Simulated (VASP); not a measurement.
# Bi2Te2O3 (R-3m) in VASP: a series of runs

Bi2Te2O3 is run at these levels: PBE; tasks: single point.

Everything below comes from runs of VASP 6.6.1. Logs are shortened: lines on timing, memory, paths and dates and some standing lists are left out, and cuts for length are marked.

### Step 1. The cell of the first run

Symmetry: R-3m, No. 166, trigonal system. Conventional cell: a = 5.543 Å, b = 5.543 Å, c = 14.709 Å, α = 90.00°, β = 90.00°, γ = 120.00°. Within 3.9 Å of Bi (site symmetry -3m) lie 6 O at 2.93 Å and 6 Te at 3.32 Å. Bi (site symmetry -3m) has 6 O at 2.77 Å and 8 Te at 3.32 to 3.57 Å within 3.7 Å. Within 3.0 Å of Te (site symmetry 3m) lie 3 O at 2.25 Å. Within 3.0 Å of O (site symmetry 2/m) lie 2 Te at 2.25 Å and 4 Bi at 2.77 to 2.93 Å and 4 O at 2.77 Å.

### Step 2. Single point, PBE

File INCAR:

```
SYSTEM = Bi2Te2O3
  ALGO = Normal
  EDIFF = 1E-6
  ENCUT = 520
  GGA = PE
  ISIF = 2
  ISMEAR = 0
  LASPH = .TRUE.
  LCHARG = .FALSE.
  LREAL = .FALSE.
  LWAVE = .FALSE.
  NBANDS = 39
  NELM = 60
  PREC = Accurate
  SIGMA = 0.15
```

File KPOINTS:

```
k-points
0
G
  3 3 3
  0 0 0
```

File POSCAR:

```
Bi2Te2O3
1.0
    2.7712578309      1.5999864547      4.9029898569
   -2.7712578309      1.5999864547      4.9029898569
    0.0000000000     -3.1999729093      4.9029898569
Bi Te O
2 2 3
Direct
    0.0000000000      0.0000000000      0.0000000000
    0.5000000000      0.5000000000      0.5000000000
    0.7258887000      0.7258887000      0.7258887000
    0.2741113000      0.2741113000      0.2741113000
    0.0000000000      0.0000000000      0.5000000000
    0.0000000000      0.5000000000      0.0000000000
    0.5000000000      0.0000000000      0.0000000000
```

Potentials or basis: VASP PAW PBE potentials, release 64 (Bi_d, Te, O).

Run with:

```
$ cat potpaw_PBE.64/Bi_d/POTCAR potpaw_PBE.64/Te/POTCAR potpaw_PBE.64/O/POTCAR > POTCAR
$ mpirun -np 1 vasp_std > vasp.out
```

OUTCAR:

```text
SYSTEM = Bi2Te2O3
   EDIFF = 1E-6
   ENCUT = 520
   GGA = PE
   ISIF = 2
   ISMEAR = 0
   LASPH = .TRUE.
   LREAL = .FALSE.
   NELM = 60
   PREC = Accurate

 ion  position               nearest neighbor table
   1  0.000  0.000  0.000-   5 2.93   5 2.93   7 2.93   6 2.93   6 2.93   7 2.93   4 3.32   3 3.32
                             4 3.32   3 3.32   4 3.32   3 3.32
   2  0.500  0.500  0.500-   5 2.77   5 2.77   6 2.77   7 2.77   7 2.77   6 2.77   3 3.32   4 3.32
                             4 3.57   3 3.57   4 3.57   3 3.57   3 3.57   4 3.57
   3  0.726  0.726  0.726-   6 2.25   7 2.25   5 2.25   1 3.32   1 3.32   1 3.32   2 3.32   2 3.57
                             2 3.57   2 3.57   4 3.64   4 3.64   4 3.64
   4  0.274  0.274  0.274-   6 2.25   7 2.25   5 2.25   1 3.32   1 3.32   1 3.32   2 3.32   2 3.57
                             2 3.57   2 3.57   3 3.64   3 3.64   3 3.64
   5  0.000  0.000  0.500-   3 2.25   4 2.25   2 2.77   2 2.77   1 2.93   1 2.93
   6  0.000  0.500  0.000-   3 2.25   4 2.25   2 2.77   2 2.77   1 2.93   1 2.93
   7  0.500  0.000  0.000-   3 2.25   4 2.25   2 2.77   2 2.77   1 2.93   1 2.93

  LATTYP: Found a trigonal (rhomboedric) cell.
 ALAT       =     5.8548386961
 COS(alpha) =     0.5519216161

  Lattice vectors:

 A1 = (   2.7712578309,   1.5999864547,   4.9029898569)
 A2 = (  -2.7712578309,   1.5999864547,   4.9029898569)
 A3 = (   0.0000000000,  -3.1999729093,   4.9029898569)

Analysis of symmetry for initial positions (statically):
=====================================================================
 Subroutine PRICEL returns:
 Original cell was already a primitive cell.

 Routine SETGRP: Setting up the symmetry group for a
 trigonal (rhombohedral) supercell.

 Subroutine GETGRP returns: Found 12 space group operations
 (whereof 12 operations were pure point group operations)
 out of a pool of 12 trial point group operations.

The static configuration has the point symmetry D_3d.

Analysis of symmetry for dynamics (positions and initial velocities):
=====================================================================
 Subroutine PRICEL returns:
 Original cell was already a primitive cell.

 Routine SETGRP: Setting up the symmetry group for a
 trigonal (rhombohedral) supercell.

 Subroutine GETGRP returns: Found 12 space group operations
 (whereof 12 operations were pure point group operations)
 out of a pool of 12 trial point group operations.

The dynamic configuration has the point symmetry D_3d.

 Subroutine INISYM returns: Found 12 space group operations
 (whereof 12 operations are pure point group operations),
[... 93 lines left out ...]
   ISIF   =      2    stress and relaxation
   ISYM   =      2    0-nonsym 1-usesym 2-fastsym
   POTIM  = 0.5000    time-step for ionic-motion
   TEBEG  =    0.0;   TEEND  =   0.0 temperature during run
   PSTRESS=    0.0 pullay stress
   NELECT =      60.0000    total number of electrons
   NUPDOWN=      -1.0000    fix difference up-down
   EMIN   =  10.00;   EMAX   =-10.00  energy-range for DOS
   EFERMI =   0.00;   METHOD = LEGACY
   ISMEAR =     0;   SIGMA  =   0.15  broadening in eV -4-tet -1-fermi 0-gaus
   EFERMI_NEDOS =   21; number of points for ismear=-14 and -15
   IALGO  =     38    algorithm
   IMIX   =      4    mixing-type and parameters
     AMIX     =   0.40;   BMIX     =  1.00
     AMIX_MAG =   1.60;   BMIX_MAG =  1.00
  volume/ion in A,a.u.               =      18.63       125.75
  Fermi-wavevector in a.u.,A,eV,Ry     =   1.263737  2.388117 21.728934  1.597032
  Thomas-Fermi vector in A             =   2.397079
   LORBIT       =      0    0 simple, 1 ext, 2 COOP (PROOUT), +10 PAW based schemes
   GGA     = PE    functional components
   LHFCALC =     F    Hartree Fock is set to
   AEXX    =    0.0000 exact exchange contribution
   IVDW    =     0    specifies the selected vdW correction
   LEPSILON=     F    determine dielectric tensor
   LRPA    =     F    only Hartree local field effects (RPA)
 non-spin polarized calculation
 Gauss-broadening in eV      SIGMA  =   0.15
  energy-cutoff  :      520.00
  volume of cell :      130.44
 maximum number of plane-waves:      3528
 NGX is ok and might be reduce to    48
   NGX = 21   NGY = 21   NGZ = 21

 number of electron      60.0000005 magnetization

 Free energy of the ion-electron system (eV)
  ---------------------------------------------------
  ext. energy  EPLUGINS =         0.00000000
  ---------------------------------------------------
  free energy    TOTEN  =       -30.30237968 eV

  energy without entropy =      -30.27094564  energy(sigma->0) =      -30.28666266

 E-fermi :   8.4099     XC(G=0): -10.8085

 val. band max:        8.2594303173   @ k =   0.3333  -0.0000   0.0000
 cond. band min:       8.4171538861   @ k =   0.3333   0.3333  -0.0000
 fundamental gap:      0.1577235689
 Fermi energy:         8.4098969781

 k-point     1 :       0.0000    0.0000    0.0000
  band No.  band energies     occupation
      1     -15.3479      2.00000
      2     -15.3479      2.00000
      3     -15.2113      2.00000
      4     -15.1976      2.00000
      5     -15.1976      2.00000
      6     -15.1666      2.00000
[... 241 lines left out ...]
     38      12.9801      0.00000
     39      14.8837      0.00000

------------------------ aborting loop because EDIFF is reached ----------------------------------------

  FORCE on cell =-STRESS in cart. coord.  units (eV):
  Direction    XX          YY          ZZ          XY          YZ          ZX
  --------------------------------------------------------------------------------------
  -------------------------------------------------------------------------------------
  Total       -0.1096102     -0.1096102      0.2446562      0.0000000      0.0000000      0.0000000
  in kB       -1.3463436     -1.3463436      3.0051160      0.0000000      0.0000000      0.0000000
  external PRESSURE =       0.1041429 kB  Pullay stress =       0.0000000 kB

 VOLUME and BASIS-vectors are now :
 -----------------------------------------------------------------------------
  energy-cutoff  :      520.00
  volume of cell :      130.44
      direct lattice vectors                 reciprocal lattice vectors
     2.771257831  1.599986455  4.902989857     0.180423487  0.104167549  0.067985728
    -2.771257831  1.599986455  4.902989857    -0.180423487  0.104167549  0.067985728
     0.000000000 -3.199972909  4.902989857     0.000000000 -0.208335097  0.067985728

 POSITION                                       TOTAL-FORCE (eV/Angst)
 -----------------------------------------------------------------------------------
      0.00000      0.00000      0.00000        -0.000000     -0.000000     -0.000000
      0.00000      0.00000      7.35448        -0.000000     -0.000000     -0.000000
      0.00000      0.00000     10.67707        -0.000000     -0.000000     -0.006052
      0.00000      0.00000      4.03189        -0.000000      0.000000      0.006052
      0.00000     -1.59999      2.45149         0.000000     -0.000000      0.000000
     -1.38563      0.79999      2.45149        -0.000000     -0.000000     -0.000000
      1.38563      0.79999      2.45149        -0.000000     -0.000000      0.000000
 -----------------------------------------------------------------------------------
    total drift:                                0.000000     -0.000000      0.000000

  FREE ENERGIE OF THE ION-ELECTRON SYSTEM (eV)
  ---------------------------------------------------
  free  energy   TOTEN  =       -30.3023796832 eV

  energy  without entropy=      -30.2709456439  energy(sigma->0) =      -30.28666266
```

Wall time 80 s (1 thread of AMD EPYC 7R43 (Zen 3), shared host); peak memory 0.28 GiB.

What came out:

```yaml
Free_energy: -30.3024 eV
Pressure: 0.0 GPa
Largest_force: 0.006 eV/Å
Band_gap_on_the_k_mesh: zero (band 30 reaches 8.42 eV, above the bottom of band 31 at 7.63 eV)
```

Forces on the atoms (eV/Å):
```
Bi   0.000  0.000  0.000
Bi   0.000  0.000  0.000
Te   0.000  0.000 -0.006
Te   0.000  0.000  0.006
O    0.000  0.000  0.000
O    0.000  0.000  0.000
O    0.000  0.000  0.000
```

Levels at points of the mesh, in eV from the Fermi level:
| k point | band 28 | band 29 | band 30 | band 31 | band 32 | band 33 |
| --- | --- | --- | --- | --- | --- | --- |
| (0.00, 0.00, 0.00) | -2.09 | -0.42 | -0.42 | -0.41 | -0.25 | 2.75 |

Caveat: the k points lie up to 0.46 Å⁻¹ apart; spin-orbit coupling is left out, which moves the levels of the heavy elements.

### Step 3. Single point, PBE

This run uses another cell than the first one, of 18.71 Å³/atom, 1.004 times its volume.

File INCAR:

```
ALGO = Normal
EDIFF = 1E-6
ENCUT = 520
GGA = PE
ISIF = 2
ISMEAR = 0
LASPH = T
LCHARG = T
LELF = T
LREAL = F
LVHAR = T
LWAVE = F
NBANDS = 39
NELM = 100
PREC = Accurate
SIGMA = 0.15
```

File KPOINTS:

```
k-points
0
Gamma
  3 3 3
```

File POSCAR:

```
Bi2Te2O3
1.0
    2.7659453182      1.5969192753      4.9424331149
   -2.7659453182      1.5969192753      4.9424331149
    0.0000000000     -3.1938385467      4.9424331161
Bi Te O
2 2 3
Direct
    0.0000000000      0.0000000000      0.0000000000
    0.5000000000      0.5000000000      0.5000000000
    0.2263497625      0.2263497625      0.2263497625
    0.7736502375      0.7736502375      0.7736502375
    0.5000000000      0.5000000000      0.0000000000
    0.0000000000      0.5000000000      0.5000000000
    0.5000000000      0.0000000000      0.5000000000
```

Potentials or basis: VASP PAW PBE potentials, release 64 (Bi_d, Te, O).

Run with:

```
$ cat potpaw_PBE.64/Bi_d/POTCAR potpaw_PBE.64/Te/POTCAR potpaw_PBE.64/O/POTCAR > POTCAR
$ mpirun -np 1 vasp_std > vasp.out
```

Run time: 88 s. Hardware: 1 thread of AMD EPYC 7R43 (Zen 3), shared host; peak memory 0.29 GiB.

Results (log left out):

| Property | Result |
| --- | --- |
| Free energy | -30.3022 eV |
| Pressure | -0.4 GPa |
| Largest force | 0.035 eV/Å |
| Band gap on the k mesh | zero (band 30 reaches 8.38 eV, above the bottom of band 31 at 7.57 eV) |

Forces on the atoms (eV/Å):
```
Bi   0.000  0.000  0.000
Bi   0.000  0.000  0.000
Te   0.000  0.000  0.035
Te   0.000  0.000 -0.035
O    0.000  0.000  0.000
O    0.000  0.000  0.000
O    0.000  0.000  0.000
```

Stress tensor (GPa, compression positive):
```
-0.24  0.00  0.00
 0.00 -0.24  0.00
 0.00  0.00 -0.71
```

Levels at points of the mesh, in eV from the Fermi level:
| k point | band 26 | band 27 | band 28 | band 29 | band 30 | band 31 | band 32 | band 33 | band 34 | band 35 |
| --- | --- | --- | --- | --- | --- | --- | --- | --- | --- | --- |
| (0.00, 0.00, 0.00) | -2.20 | -2.05 | -2.05 | -0.45 | -0.45 | -0.44 | -0.29 | 2.74 | 2.74 | 3.01 |

Caveat: the k points lie up to 0.46 Å⁻¹ apart; spin-orbit coupling is left out, which moves the levels of the heavy elements.
